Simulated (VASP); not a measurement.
# AgB2 (P6/mmm) in VASP: a series of runs

AgB2 is run at these levels: PBE, PBE+U; tasks: single point, relaxation of shape and atoms at fixed volume.

All numbers are computed with VASP 6.6.1; they aren't measurements. Logs are shortened: lines on timing, memory, paths and dates and some standing lists are left out, and cuts for length are marked.

## (1) The cell of the first run

The structure is hexagonal, space group P6/mmm (No. 191). The conventional cell has a = 2.844 Å, b = 2.844 Å, c = 3.605 Å, α = 90.00°, β = 90.00°, γ = 120.00°. Within 3.2 Å of Ag (site symmetry 6/mmm) lie 12 B at 2.44 Å and 6 Ag at 2.84 Å. B (site symmetry -6m2) has 3 B at 1.64 Å within 2.2 Å.

## (2) Single point, PBE

INCAR

```
  PREC = Accurate
  ENCUT = 520
  EDIFF = 1E-6
  ISMEAR = -5
  SIGMA = 0.1
  LREAL = False
  LASPH = True
  NELM = 100
  ALGO = Normal
  ISIF = 2
  LWAVE = False
  LCHARG = True
  GGA = PE
  LELF = True
  LVHAR = True
  NBANDS = 16
```

KPOINTS

```
Automatic mesh
0
Gamma
  10 10 8
```

POSCAR

```
AgB2
1.0
    2.8442575066      0.0000000000      0.0000000000
   -1.4221287533      2.4631992556      0.0000000000
    0.0000000000      0.0000000000      3.6045385983
Ag B
1 2
Direct
    0.0000000000      0.0000000000      0.0000000000
    0.3333333333      0.6666666667      0.5000000000
    0.6666666667      0.3333333333      0.5000000000
```

Potentials or basis: VASP PAW PBE potentials, release 64 (Ag, B).

Launch:

```sh
$ cat potpaw_PBE.64/Ag/POTCAR potpaw_PBE.64/B/POTCAR > POTCAR
$ mpirun -np 1 vasp_std > vasp.out
```

OUTCAR:

```text
PREC = Accurate
   ENCUT = 520
   EDIFF = 1E-6
   ISMEAR = -5
   LREAL = False
   LASPH = True
   NELM = 100
   ISIF = 2
   GGA = PE

 ion  position               nearest neighbor table
   1  0.000  0.000  0.000-   2 2.44   3 2.44   2 2.44   3 2.44   2 2.44   2 2.44   3 2.44   3 2.44
                             3 2.44   3 2.44   2 2.44   2 2.44
   2  0.333  0.667  0.500-   3 1.64   3 1.64   3 1.64   1 2.44   1 2.44   1 2.44   1 2.44   1 2.44
                             1 2.44
   3  0.667  0.333  0.500-   2 1.64   2 1.64   2 1.64   1 2.44   1 2.44   1 2.44   1 2.44   1 2.44
                             1 2.44

  LATTYP: Found a hexagonal cell.
 ALAT       =     2.8442575066
 C/A-ratio  =     1.2673038886

  Lattice vectors:

 A1 = (   2.8442575066,   0.0000000000,   0.0000000000)
 A2 = (  -1.4221287533,   2.4631992556,   0.0000000000)
 A3 = (   0.0000000000,   0.0000000000,   3.6045385983)

Analysis of symmetry for initial positions (statically):
=====================================================================
 Subroutine PRICEL returns:
 Original cell was already a primitive cell.

 Routine SETGRP: Setting up the symmetry group for a
 hexagonal supercell.

 Subroutine GETGRP returns: Found 24 space group operations
 (whereof 24 operations were pure point group operations)
 out of a pool of 24 trial point group operations.

The static configuration has the point symmetry D_6h.

Analysis of symmetry for dynamics (positions and initial velocities):
=====================================================================
 Subroutine PRICEL returns:
 Original cell was already a primitive cell.

 Routine SETGRP: Setting up the symmetry group for a
 hexagonal supercell.

 Subroutine GETGRP returns: Found 24 space group operations
 (whereof 24 operations were pure point group operations)
 out of a pool of 24 trial point group operations.

The dynamic configuration has the point symmetry D_6h.

 Subroutine INISYM returns: Found 24 space group operations
 (whereof 24 operations are pure point group operations),
 and found     1 'primitive' translations

----------------------------------------------------------------------------------------

                                     Primitive cell

  volume of cell :      25.2533

  direct lattice vectors                    reciprocal lattice vectors
     2.844257507  0.000000000  0.000000000     0.351585606  0.202988044  0.000000000
    -1.422128753  2.463199256  0.000000000     0.000000000  0.405976089  0.000000000
     0.000000000  0.000000000  3.604538598     0.000000000  0.000000000  0.277428018

  length of vectors
     2.844257507  2.844257507  3.604538598     0.405976089  0.405976089  0.277428018

  position of ions in fractional coordinates (direct lattice)
     0.000000000  0.000000000  0.000000000
     0.333333333  0.666666667  0.500000000
     0.666666667  0.333333333  0.500000000

  ion indices of the primitive-cell ions
   primitive index   ion index
                 1           1
                 2           2
                 3           3

----------------------------------------------------------------------------------------

 KPOINTS: Automatic mesh

Automatic generation of k-mesh.
 Grid dimensions read from file:
 generate k-points for:   10   10    8

 Generating k-lattice:

  Cartesian coordinates                     Fractional coordinates (reciprocal lattice)
     0.035158561  0.020298804  0.000000000     0.100000000  0.000000000  0.000000000
     0.000000000  0.040597609  0.000000000     0.000000000  0.100000000  0.000000000
     0.000000000  0.000000000  0.034678502     0.000000000  0.000000000  0.125000000

  Length of vectors
     0.040597609  0.040597609  0.034678502

  Shift w.r.t. Gamma in fractional coordinates (k-lattice)
     0.000000000  0.000000000  0.000000000

 TETIRR: Found    840 inequivalent tetrahedra from     4800

 Subroutine IBZKPT returns following result:
 ===========================================

 Found     70 irreducible k-points:

 Following reciprocal coordinates:
            Coordinates               Weight
  0.000000  0.000000  0.000000      1.000000
  0.100000  0.000000  0.000000      6.000000
  0.200000  0.000000  0.000000      6.000000
  0.300000  0.000000  0.000000      6.000000
  0.400000  0.000000  0.000000      6.000000
  0.500000  0.000000  0.000000      3.000000
[... 16 lines left out ...]
  0.300000  0.100000  0.125000     24.000000
  0.400000  0.100000  0.125000     24.000000
 [... further k-points ...]
   k-points           NKPTS =     70   k-points in BZ     NKDIM =     70   number of bands    NBANDS=     16
   number of dos      NEDOS =    301   number of ions     NIONS =      3
   total plane-waves  NPLWV =  16128
   dimension x,y,z NGX =    24 NGY =   24 NGZ =   28
   dimension x,y,z NGXF=    48 NGYF=   48 NGZF=   56
   ions per type =               1   2
   NGX,Y,Z   is equivalent  to a cutoff of  14.03, 14.03, 12.91 a.u.
   NGXF,Y,Z  is equivalent  to a cutoff of  28.06, 28.06, 25.83 a.u.
 SYSTEM =  unknown system
   PREC   = accura    normal or accurate (medium, high low for compatibility)
   ISTART =      0    job   : 0-new  1-cont  2-samecut
   ICHARG =      2    charge: 1-file 2-atom 10-const
   ISPIN  =      1    spin polarized calculation?
   LNONCOLLINEAR =      F non collinear calculations
   LSORBIT =      F    spin-orbit coupling
   LASPH  =      T    aspherical Exc in radial PAW
   ENCUT  =  520.0 eV  38.22 Ry    6.18 a.u.   5.29  5.29  6.70*2*pi/ulx,y,z
   NELM   =    100;   NELMIN=  2; NELMDL= -5     # of ELM steps
   EDIFF  = 0.1E-05   stopping-criterion for ELM
   LREAL  =      F    real-space projection
   EDIFFG = 0.1E-04   stopping-criterion for IOM
   NSW    =      0    number of steps for IOM
   IBRION =     -1    ionic relax: 0-MD 1-quasi-New 2-CG
   NFREE  =      0    steps in history (QN), initial steepest desc. (CG)
   ISIF   =      2    stress and relaxation
   ISYM   =      2    0-nonsym 1-usesym 2-fastsym
   POTIM  = 0.5000    time-step for ionic-motion
   TEBEG  =    0.0;   TEEND  =   0.0 temperature during run
   PSTRESS=    0.0 pullay stress
   NELECT =      17.0000    total number of electrons
   NUPDOWN=      -1.0000    fix difference up-down
   EMIN   =  10.00;   EMAX   =-10.00  energy-range for DOS
   EFERMI =   0.00;   METHOD = LEGACY
   ISMEAR =    -5;   SIGMA  =   0.10  broadening in eV -4-tet -1-fermi 0-gaus
   EFERMI_NEDOS =   21; number of points for ismear=-14 and -15
   IALGO  =     38    algorithm
   IMIX   =      4    mixing-type and parameters
     AMIX     =   0.40;   BMIX     =  1.00
     AMIX_MAG =   1.60;   BMIX_MAG =  1.00
  volume/ion in A,a.u.               =       8.42        56.81
  Fermi-wavevector in a.u.,A,eV,Ry     =   1.434779  2.711340 28.008838  2.058592
  Thomas-Fermi vector in A             =   2.554150
   LORBIT       =      0    0 simple, 1 ext, 2 COOP (PROOUT), +10 PAW based schemes
   GGA     = PE    functional components
   LHFCALC =     F    Hartree Fock is set to
   AEXX    =    0.0000 exact exchange contribution
   IVDW    =     0    specifies the selected vdW correction
   LEPSILON=     F    determine dielectric tensor
   LRPA    =     F    only Hartree local field effects (RPA)
 non-spin polarized calculation
 Fermi weights with tetrahedron method with Bloechl corrections
  energy-cutoff  :      520.00
  volume of cell :       25.25
 maximum number of plane-waves:       709
 NGX is ok and might be reduce to    24
   NGX = 11   NGY = 11   NGZ = 13

 number of electron      17.0000000 magnetization

 Free energy of the ion-electron system (eV)
  ---------------------------------------------------
  ext. energy  EPLUGINS =         0.00000000
  ---------------------------------------------------
  free energy    TOTEN  =       -13.56663230 eV

  energy without entropy =      -13.56663230  energy(sigma->0) =      -13.56663230

 E-fermi :  10.3622     XC(G=0): -13.2670

 val. band max:       10.4964637109   @ k =   0.3000   0.3000   0.3750
 cond. band min:      10.4305913111   @ k =   0.1000   0.1000   0.2500
 fundamental gap:     -0.0658723998
 Fermi energy:        10.3622186100

 k-point     1 :       0.0000    0.0000    0.0000
  band No.  band energies     occupation
      1      -3.7947      2.00000
      2       3.2054      2.00000
      3       4.3244      2.00000
      4       4.3244      2.00000
      5       5.7119      2.00000
      6       5.7323      2.00000
[... 8 lines left out ...]
     15      28.8131      0.00000
     16      29.8223      0.00000

 k-point     2 :       0.1000    0.0000    0.0000
  band No.  band energies     occupation
      1      -3.5859      2.00000
      2       3.3550      2.00000
      3       4.1725      2.00000
      4       4.4789      2.00000
      5       4.6735      2.00000
      6       5.6929      2.00000
[... 8 lines left out ...]
     15      29.4766      0.00000
     16      29.9185      0.00000

 k-point     3 :       0.2000    0.0000    0.0000
  band No.  band energies     occupation
      1      -2.9738      2.00000
      2       3.5690      2.00000
      3       3.8680      2.00000
      4       3.9107      2.00000
      5       4.9111      2.00000
      6       5.5914      2.00000
[... 8 lines left out ...]
     15      29.1043      0.00000
     16      29.7249      0.00000

 k-point     4 :       0.3000    0.0000    0.0000
  band No.  band energies     occupation
      1      -2.0009      2.00000
      2       3.1068      2.00000
      3       3.3062      2.00000
      4       3.9572      2.00000
      5       5.4687      2.00000
      6       5.5267      2.00000
[... 8 lines left out ...]
     15      26.9354      0.00000
     16      28.8159      0.00000

 k-point     5 :       0.4000    0.0000    0.0000
  band No.  band energies     occupation
      1      -0.7473      2.00000
      2       2.2525      2.00000
      3       2.9778      2.00000
      4       3.5521      2.00000
      5       5.3715      2.00000
      6       6.1652      2.00000
[... 8 lines left out ...]
     15      26.4756      0.00000
     16      27.9006      0.00000

 k-point     6 :       0.5000    0.0000    0.0000
  band No.  band energies     occupation
      1       0.3405      2.00000
      2       1.2515      2.00000
      3       2.8702      2.00000
      4       3.3307      2.00000
      5       5.3349      2.00000
      6       6.5079      2.00000
[... 8 lines left out ...]
     15      26.3023      0.00000
     16      29.3506      0.00000

 k-point     7 :       0.1000    0.1000    0.0000
  band No.  band energies     occupation
      1      -3.1752      2.00000
      2       3.6057      2.00000
      3       3.8939      2.00000
      4       4.0723      2.00000
      5       4.7818      2.00000
      6       5.5962      2.00000
[... 8 lines left out ...]
     15      28.7344      0.00000
     16      30.0003      0.00000

 k-point     8 :       0.2000    0.1000    0.0000
  band No.  band energies     occupation
      1      -2.3807      2.00000
      2       3.4038      2.00000
      3       3.5217      2.00000
      4       3.9434      2.00000
      5       5.2745      2.00000
      6       5.4185      2.00000
[... 8 lines left out ...]
     15      26.6476      0.00000
     16      27.9289      0.00000

 k-point     9 :       0.3000    0.1000    0.0000
  band No.  band energies     occupation
      1      -1.2577      2.00000
      2       2.7726      2.00000
      3       3.1585      2.00000
      4       3.8155      2.00000
      5       5.2341      2.00000
      6       5.7998      2.00000
[... 8 lines left out ...]
     15      25.1768      0.00000
     16      26.7056      0.00000
[... 172 lines left out ...]
 k-point    19 :       0.4000    0.0000    0.1250
  band No.  band energies     occupation
      1      -0.6763      2.00000
      2       1.9788      2.00000
      3       3.3382      2.00000
      4       3.6966      2.00000
      5       5.1045      2.00000
      6       6.2178      2.00000
[... 8 lines left out ...]
     15      25.4794      0.00000
     16      27.7237      0.00000

 k-point    20 :       0.5000    0.0000    0.1250
  band No.  band energies     occupation
      1       0.5096      2.00000
      2       0.9130      2.00000
      3       3.3279      2.00000
      4       3.3947      2.00000
      5       5.0522      2.00000
      6       6.5102      2.00000
[... 8 lines left out ...]
     15      25.1479      0.00000
     16      29.2910      0.00000

 k-point    21 :       0.1000    0.1000    0.1250
  band No.  band energies     occupation
      1      -3.0344      2.00000
      2       3.3318      2.00000
      3       3.9312      2.00000
      4       4.1519      2.00000
      5       4.8319      2.00000
      6       5.4988      2.00000
[... 8 lines left out ...]
     15      27.5701      0.00000
     16      30.0672      0.00000

 k-point    22 :       0.2000    0.1000    0.1250
  band No.  band energies     occupation
      1      -2.2621      2.00000
      2       3.2128      2.00000
      3       3.6122      2.00000
      4       3.9804      2.00000
      5       5.2118      2.00000
      6       5.3992      2.00000
[... 8 lines left out ...]
     15      25.1547      0.00000
     16      29.2354      0.00000

 k-point    23 :       0.3000    0.1000    0.1250
  band No.  band energies     occupation
      1      -1.1746      2.00000
      2       2.5459      2.00000
      3       3.3935      2.00000
      4       3.9138      2.00000
      5       4.9791      2.00000
      6       5.9125      2.00000
[... 8 lines left out ...]
     15      25.2278      0.00000
     16      27.6942      0.00000

 k-point    24 :       0.4000    0.1000    0.1250
  band No.  band energies     occupation
      1       0.1250      2.00000
      2       1.5097      2.00000
      3       3.3334      2.00000
      4       3.5384      2.00000
      5       4.8033      2.00000
      6       6.3548      2.00000
[... 8 lines left out ...]
     15      26.3437      0.00000
     16      28.1336      0.00000

 [... further k-points ...]
[... 5 lines left out ...]
  --------------------------------------------------------------------------------------
  -------------------------------------------------------------------------------------
  Total        9.3354044      9.3354044      9.0207726      0.0000000      0.0000000      0.0000000
  in kB      592.2779732    592.2779732    572.3163838      0.0000000      0.0000000      0.0000000
  external PRESSURE =     585.6241101 kB  Pullay stress =       0.0000000 kB

 VOLUME and BASIS-vectors are now :
 -----------------------------------------------------------------------------
  energy-cutoff  :      520.00
  volume of cell :       25.25
      direct lattice vectors                 reciprocal lattice vectors
     2.844257507  0.000000000  0.000000000     0.351585606  0.202988044  0.000000000
    -1.422128753  2.463199256  0.000000000     0.000000000  0.405976089  0.000000000
     0.000000000  0.000000000  3.604538598     0.000000000  0.000000000  0.277428018

 POSITION                                       TOTAL-FORCE (eV/Angst)
 -----------------------------------------------------------------------------------
      0.00000      0.00000      0.00000         0.000000      0.000000      0.000000
     -0.00000      1.64213      1.80227        -0.000000      0.000000      0.000000
      1.42213      0.82107      1.80227         0.000000      0.000000      0.000000
 -----------------------------------------------------------------------------------
    total drift:                               -0.000000      0.000000     -0.000000

  FREE ENERGIE OF THE ION-ELECTRON SYSTEM (eV)
  ---------------------------------------------------
  free  energy   TOTEN  =       -13.5666323019 eV

  energy  without entropy=      -13.5666323019  energy(sigma->0) =      -13.56663230
```

It took 14 s on 1 thread of Intel Xeon Platinum 8488C (Sapphire Rapids), shared host; peak memory 0.16 GiB.

What came out:

```yaml
Free_energy: -13.5666 eV
Pressure: 58.6 GPa
```

Caveat: tetrahedron occupations give inexact forces and stress in metals.

## (3) Single point, PBE+U

INCAR

```
SYSTEM = AgB2
ALGO = Normal
EDIFF = 1E-6
ENCUT = 520
GGA = PE
ISIF = 2
ISMEAR = 0
LASPH = .True.
LCHARG = .False.
LDAU = .True.
LDAUJ = 0 0
LDAUL = 2 -1
LDAUPRINT = 1
LDAUTYPE = 2
LDAUU = 2 0
LMAXMIX = 4
LREAL = .False.
LWAVE = .False.
NBANDS = 16
NELM = 150
PREC = Accurate
SIGMA = 0.05
```

KPOINTS

```
k-points
0
Gamma
  10 10 8
  0 0 0
```

POSCAR is that of step 2.

Potentials or basis: VASP PAW PBE potentials, release 64 (Ag, B).

Launch:

```sh
$ cat potpaw_PBE.64/Ag/POTCAR potpaw_PBE.64/B/POTCAR > POTCAR
$ mpirun -np 1 vasp_std > vasp.out
```

Run time: 13 s. Hardware: 1 thread of Intel Xeon Platinum 8488C (Sapphire Rapids), shared host; peak memory 0.16 GiB.

It converged, with:

* Free energy: -12.9244 eV
* Pressure: 56.2 GPa

Stress tensor (GPa, compression positive):
```
56.39  0.00  0.00
 0.00 56.39  0.00
 0.00  0.00 55.81
```

Levels at points of the mesh, in eV from the Fermi level:
```csv
k point,band 4,band 5,band 6,band 7,band 8,band 9,band 10,band 11,band 12,band 13
"(0.00, 0.00, 0.00)",-6.41,-5.06,-5.06,-4.49,1.38,1.38,3.30,7.70,7.70,10.37
"(0.50, 0.00, 0.00)",-7.39,-5.45,-4.26,-3.05,-2.44,2.55,3.82,4.95,7.81,9.60
"(0.00, 0.00, 0.50)",-6.18,-6.00,-5.36,-5.36,0.74,0.74,9.19,9.70,9.70,10.55
"(0.50, 0.00, 0.50)",-6.59,-5.07,-4.25,-3.72,-2.29,-0.13,1.61,7.00,11.25,11.42
```

Eigenvalues of the final occupation matrices:
| site | spin | trace | eigenvalues |
| --- | --- | --- | --- |
| site 1 d | 1 | 4.68 | 0.93 0.93 0.94 0.94 0.94 |
| site 1 d | 2 | 4.68 | 0.93 0.93 0.94 0.94 0.94 |

Caveat: U without spin polarisation on a metal has little footing; the U is typed as a test and isn't derived for this compound.

(Part 1 of 2 ends here.)
